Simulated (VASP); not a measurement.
# TiC (Fm-3m) in VASP: a series of runs

Runs on TiC. Level: r2SCAN. Tasks: single point.

All numbers are computed with VASP 6.6.1; they aren't measurements. Logs are shortened: lines on timing, memory, paths and dates and some standing lists are left out, and cuts for length are marked.

## Step 1: The cell of the first run

The structure is cubic, space group Fm-3m (No. 225). The conventional cell has a = 4.326 Å, b = 4.326 Å, c = 4.326 Å, α = 90.00°, β = 90.00°, γ = 90.00°. Ti (site symmetry m-3m) has 6 C at 2.16 Å within 2.9 Å. C (site symmetry m-3m) has 6 Ti at 2.16 Å within 2.9 Å.

## Step 2: Single point, r2SCAN

Contents of POSCAR:

```
TiC
1.0
    0.0000000000      2.1631850000      2.1631850000
    2.1631850000      0.0000000000      2.1631850000
    2.1631850000      2.1631850000      0.0000000000
Ti C
1 1
Direct
    0.0000000000      0.0000000000      0.0000000000
    0.5000000000      0.5000000000      0.5000000000
```

Contents of INCAR.step1:

```
PREC = Accurate
ENCUT = 660
ISMEAR = -1
SIGMA = 0.1
LREAL = False
LASPH = True
NELM = 120
NBANDS = 15
GGA = PE
ALGO = Normal
EDIFF = 1E-5
LWAVE = True
LCHARG = False
GGA_COMPAT = False
```

Contents of INCAR.step2:

```
PREC = Accurate
ENCUT = 660
EDIFF = 1E-6
ISMEAR = -1
SIGMA = 0.1
LREAL = False
LASPH = True
NELM = 120
ALGO = Normal
ISIF = 2
LWAVE = False
LCHARG = False
METAGGA = R2SCAN
LMIXTAU = True
NBANDS = 15
ISTART = 1
GGA_COMPAT = False
```

Contents of KPOINTS:

```
regular mesh
0
Gamma
  7 7 7
```

Potentials or basis: VASP PAW PBE potentials, release 64 (Ti_sv, C).

On the command line:

```sh
$ cat potpaw_PBE.64/Ti_sv/POTCAR potpaw_PBE.64/C/POTCAR > POTCAR
$ cp INCAR.step1 INCAR
$ mpirun -np 1 vasp_std > vasp.out
$ cp INCAR.step2 INCAR
$ mpirun -np 1 vasp_std > vasp.out
```

OUTCAR:

```text
PREC = Accurate
   ENCUT = 660
   EDIFF = 1E-6
   ISMEAR = -1
   LREAL = False
   LASPH = True
   NELM = 120
   ISIF = 2
   METAGGA = R2SCAN
   ISTART = 1

 ion  position               nearest neighbor table
   1  0.000  0.000  0.000-   2 2.16   2 2.16   2 2.16   2 2.16   2 2.16   2 2.16
   2  0.500  0.500  0.500-   1 2.16   1 2.16   1 2.16   1 2.16   1 2.16   1 2.16

  LATTYP: Found a face centered cubic cell.
 ALAT       =     4.3263700000

  Lattice vectors:

 A1 = (   0.0000000000,   2.1631850000,   2.1631850000)
 A2 = (   2.1631850000,   0.0000000000,   2.1631850000)
 A3 = (   2.1631850000,   2.1631850000,   0.0000000000)

Analysis of symmetry for initial positions (statically):
=====================================================================
 Subroutine PRICEL returns:
 Original cell was already a primitive cell.

 Routine SETGRP: Setting up the symmetry group for a
 face centered cubic supercell.

 Subroutine GETGRP returns: Found 48 space group operations
 (whereof 48 operations were pure point group operations)
 out of a pool of 48 trial point group operations.

The static configuration has the point symmetry O_h .

Analysis of symmetry for dynamics (positions and initial velocities):
=====================================================================
 Subroutine PRICEL returns:
 Original cell was already a primitive cell.

 Routine SETGRP: Setting up the symmetry group for a
 face centered cubic supercell.

 Subroutine GETGRP returns: Found 48 space group operations
 (whereof 48 operations were pure point group operations)
 out of a pool of 48 trial point group operations.

The dynamic configuration has the point symmetry O_h .

 Subroutine INISYM returns: Found 48 space group operations
 (whereof 48 operations are pure point group operations),
 and found     1 'primitive' translations

----------------------------------------------------------------------------------------

                                     Primitive cell

  volume of cell :      20.2447

  direct lattice vectors                    reciprocal lattice vectors
     0.000000000  2.163185000  2.163185000    -0.231140656  0.231140656  0.231140656
     2.163185000  0.000000000  2.163185000     0.231140656 -0.231140656  0.231140656
     2.163185000  2.163185000  0.000000000     0.231140656  0.231140656 -0.231140656

  length of vectors
     3.059205565  3.059205565  3.059205565     0.400347360  0.400347360  0.400347360

  position of ions in fractional coordinates (direct lattice)
     0.000000000  0.000000000  0.000000000
     0.500000000  0.500000000  0.500000000

  ion indices of the primitive-cell ions
   primitive index   ion index
                 1           1
                 2           2

----------------------------------------------------------------------------------------

 KPOINTS: regular mesh

Automatic generation of k-mesh.
 Grid dimensions read from file:
 generate k-points for:    7    7    7

 Generating k-lattice:

  Cartesian coordinates                     Fractional coordinates (reciprocal lattice)
    -0.033020094  0.033020094  0.033020094     0.142857143  0.000000000  0.000000000
     0.033020094 -0.033020094  0.033020094     0.000000000  0.142857143  0.000000000
     0.033020094  0.033020094 -0.033020094     0.000000000  0.000000000  0.142857143

  Length of vectors
     0.057192480  0.057192480  0.057192480

  Shift w.r.t. Gamma in fractional coordinates (k-lattice)
     0.000000000  0.000000000  0.000000000

 Subroutine IBZKPT returns following result:
 ===========================================

 Found     20 irreducible k-points:

 Following reciprocal coordinates:
            Coordinates               Weight
  0.000000  0.000000  0.000000      1.000000
  0.142857  0.000000  0.000000      8.000000
  0.285714  0.000000  0.000000      8.000000
  0.428571  0.000000  0.000000      8.000000
  0.142857  0.142857  0.000000      6.000000
  0.285714  0.142857  0.000000     24.000000
[... 12 lines left out ...]
 -0.428571  0.428571  0.142857     24.000000
 -0.285714  0.428571  0.142857     24.000000
   k-points           NKPTS =     20   k-points in BZ     NKDIM =     20   number of bands    NBANDS=     15
   number of dos      NEDOS =    301   number of ions     NIONS =      2
   total plane-waves  NPLWV =  21952
   dimension x,y,z NGX =    28 NGY =   28 NGZ =   28
   dimension x,y,z NGXF=    56 NGYF=   56 NGZF=   56
   ions per type =               1   1
   NGX,Y,Z   is equivalent  to a cutoff of  15.22, 15.22, 15.22 a.u.
   NGXF,Y,Z  is equivalent  to a cutoff of  30.43, 30.43, 30.43 a.u.
 SYSTEM =  unknown system
   PREC   = accura    normal or accurate (medium, high low for compatibility)
   ISTART =      1    job   : 0-new  1-cont  2-samecut
   ICHARG =      0    charge: 1-file 2-atom 10-const
   ISPIN  =      1    spin polarized calculation?
   LNONCOLLINEAR =      F non collinear calculations
   LSORBIT =      F    spin-orbit coupling
   LASPH  =      T    aspherical Exc in radial PAW
   ENCUT  =  660.0 eV  48.51 Ry    6.96 a.u.   6.41  6.41  6.41*2*pi/ulx,y,z
   NELM   =    120;   NELMIN=  2; NELMDL=  0     # of ELM steps
   EDIFF  = 0.1E-05   stopping-criterion for ELM
   LREAL  =      F    real-space projection
   EDIFFG = 0.1E-04   stopping-criterion for IOM
   NSW    =      0    number of steps for IOM
   IBRION =     -1    ionic relax: 0-MD 1-quasi-New 2-CG
   NFREE  =      0    steps in history (QN), initial steepest desc. (CG)
   ISIF   =      2    stress and relaxation
   ISYM   =      2    0-nonsym 1-usesym 2-fastsym
   POTIM  = 0.5000    time-step for ionic-motion
   TEBEG  =    0.0;   TEEND  =   0.0 temperature during run
   PSTRESS=    0.0 pullay stress
   NELECT =      16.0000    total number of electrons
   NUPDOWN=      -1.0000    fix difference up-down
   EMIN   =  10.00;   EMAX   =-10.00  energy-range for DOS
   EFERMI =   0.00;   METHOD = LEGACY
   ISMEAR =    -1;   SIGMA  =   0.10  broadening in eV -4-tet -1-fermi 0-gaus
   EFERMI_NEDOS =   21; number of points for ismear=-14 and -15
   IALGO  =     38    algorithm
   IMIX   =      4    mixing-type and parameters
     AMIX     =   0.40;   BMIX     =  1.00
     AMIX_MAG =   1.60;   BMIX_MAG =  1.00
  volume/ion in A,a.u.               =      10.12        68.31
  Fermi-wavevector in a.u.,A,eV,Ry     =   1.513600  2.860290 31.170749  2.290985
  Thomas-Fermi vector in A             =   2.623370
   LORBIT       =      0    0 simple, 1 ext, 2 COOP (PROOUT), +10 PAW based schemes
   METAGGA = R2SCAN    functional components
   LHFCALC =     F    Hartree Fock is set to
   AEXX    =    0.0000 exact exchange contribution
   IVDW    =     0    specifies the selected vdW correction
   LEPSILON=     F    determine dielectric tensor
   LRPA    =     F    only Hartree local field effects (RPA)
 non-spin polarized calculation
  energy-cutoff  :      660.00
  volume of cell :       20.24
 maximum number of plane-waves:       793
 NGX is ok and might be reduce to    28
   NGX = 13   NGY = 13   NGZ = 13

 number of electron      16.0000001 magnetization

 Free energy of the ion-electron system (eV)
  ---------------------------------------------------
  ext. energy  EPLUGINS =         0.00000000
  ---------------------------------------------------
  free energy    TOTEN  =       -24.87458877 eV

  energy without entropy =      -24.86448456  energy(sigma->0) =      -24.86953667

 E-fermi :   9.4384     XC(G=0): -13.6082

 val. band max:        9.3106835198   @ k =   0.4286   0.4286   0.0000
 cond. band min:       9.4423740294   @ k =   0.1429   0.1429   0.0000
 fundamental gap:      0.1316905096
 Fermi energy:         9.4383720894

 k-point     1 :       0.0000    0.0000    0.0000
  band No.  band energies     occupation
      1     -49.4409      2.00000
      2     -24.4180      2.00000
      3     -24.4180      2.00000
      4     -24.4180      2.00000
      5      -3.6887      2.00000
      6      10.3943      0.00014
      7      10.3943      0.00014
      8      10.3943      0.00014
      9      11.2041      0.00000
     10      11.2041      0.00000
     11      11.2041      0.00000
     12      11.2521      0.00000
     13      11.2522      0.00000
     14      20.7840      0.00000
     15      24.3766      0.00000

 k-point     2 :       0.1429    0.0000    0.0000
  band No.  band energies     occupation
      1     -49.4266      2.00000
      2     -24.5191      2.00000
      3     -24.4270      2.00000
      4     -24.4270      2.00000
      5      -3.2237      2.00000
      6       8.5880      1.99959
      7       8.9251      1.98827
      8       8.9251      1.98826
      9      10.8611      0.00000
     10      10.8611      0.00000
     11      12.0122      0.00000
     12      13.7502      0.00000
     13      13.7502      0.00000
     14      21.4908      0.00000
     15      24.3472      0.00000

 k-point     3 :       0.2857    0.0000    0.0000
  band No.  band energies     occupation
      1     -49.3943      2.00000
      2     -24.7409      2.00000
      3     -24.4472      2.00000
      4     -24.4472      2.00000
      5      -1.9802      2.00000
      6       6.0013      2.00000
      7       7.3309      2.00000
      8       7.3309      2.00000
      9      11.7228      0.00000
     10      11.7228      0.00000
     11      12.7762      0.00000
     12      16.1918      0.00000
     13      16.1918      0.00000
     14      20.8245      0.00000
     15      25.2153      0.00000

 k-point     4 :       0.4286    0.0000    0.0000
  band No.  band energies     occupation
      1     -49.3683      2.00000
      2     -24.9137      2.00000
      3     -24.4633      2.00000
      4     -24.4633      2.00000
      5      -0.4947      2.00000
      6       3.8376      2.00000
      7       6.4957      2.00000
      8       6.4958      2.00000
      9      12.5491      0.00000
     10      12.5491      0.00000
     11      13.7054      0.00000
     12      17.8363      0.00000
     13      17.8363      0.00000
     14      18.6594      0.00000
     15      25.4380      0.00000
[... 235 lines left out ...]
 k-point    18 :      -0.4286    0.2857    0.1429
  band No.  band energies     occupation
      1     -49.3519      2.00000
      2     -24.8258      2.00000
      3     -24.6230      2.00000
      4     -24.5177      2.00000
      5      -0.6851      2.00000
      6       4.7923      2.00000
      7       6.4119      2.00000
      8       6.9311      2.00000
      9      11.9350      0.00000
     10      12.7826      0.00000
     11      13.5907      0.00000
     12      15.3063      0.00000
     13      16.7286      0.00000
     14      21.9208      0.00000
     15      24.3224      0.00000

 k-point    19 :      -0.4286    0.4286    0.1429
  band No.  band energies     occupation
      1     -49.3433      2.00000
      2     -24.8128      2.00000
      3     -24.6348      2.00000
      4     -24.5800      2.00000
      5      -1.0590      2.00000
      6       5.6382      2.00000
      7       6.9142      2.00000
      8       7.5010      2.00000
      9      11.0583      0.00000
     10      13.1281      0.00000
     11      13.4385      0.00000
     12      13.9442      0.00000
     13      15.7559      0.00000
     14      23.6594      0.00000
     15      24.2864      0.00000

 k-point    20 :      -0.2857    0.4286    0.1429
  band No.  band energies     occupation
      1     -49.3411      2.00000
      2     -24.7493      2.00000
      3     -24.7291      2.00000
      4     -24.5690      2.00000
      5      -0.7720      2.00000
      6       5.7686      2.00000
      7       6.1006      2.00000
      8       6.9930      2.00000
      9      12.0538      0.00000
     10      12.7088      0.00000
     11      13.4969      0.00000
     12      14.9905      0.00000
     13      15.2953      0.00000
     14      23.4695      0.00000
     15      24.2163      0.00000

------------------------ aborting loop because EDIFF is reached ----------------------------------------

  FORCE on cell =-STRESS in cart. coord.  units (eV):
  Direction    XX          YY          ZZ          XY          YZ          ZX
  --------------------------------------------------------------------------------------
  -------------------------------------------------------------------------------------
  Total        0.1357070      0.1357070      0.1357070      0.0000000      0.0000000     -0.0000000
  in kB       10.7399397     10.7399397     10.7399397      0.0000000      0.0000000     -0.0000000
  external PRESSURE =      10.7399397 kB  Pullay stress =       0.0000000 kB

 VOLUME and BASIS-vectors are now :
 -----------------------------------------------------------------------------
  energy-cutoff  :      660.00
  volume of cell :       20.24
      direct lattice vectors                 reciprocal lattice vectors
     0.000000000  2.163185000  2.163185000    -0.231140656  0.231140656  0.231140656
     2.163185000  0.000000000  2.163185000     0.231140656 -0.231140656  0.231140656
     2.163185000  2.163185000  0.000000000     0.231140656  0.231140656 -0.231140656

 POSITION                                       TOTAL-FORCE (eV/Angst)
 -----------------------------------------------------------------------------------
      0.00000      0.00000      0.00000         0.000000     -0.000000     -0.000000
      2.16318      2.16318      2.16318        -0.000000      0.000000      0.000000
 -----------------------------------------------------------------------------------
    total drift:                               -0.000000      0.000000      0.000000

  FREE ENERGIE OF THE ION-ELECTRON SYSTEM (eV)
  ---------------------------------------------------
  free  energy   TOTEN  =       -24.8745887726 eV

  energy  without entropy=      -24.8644845599  energy(sigma->0) =      -24.86953667
```

It took 25 s on 1 thread of Intel Xeon 6975P-C (Granite Rapids), shared host; peak memory 0.17 GiB.

Results:

```yaml
Free_energy: -24.8746 eV
Pressure: 1.1 GPa
Band_gap_on_the_k_mesh: zero (bands 8 and 9 overlap by 1.33 eV)
```

Caveat: the PAW data sets were made with another functional, which shifts forces and pressure a little.

[end of part 1 of 2]
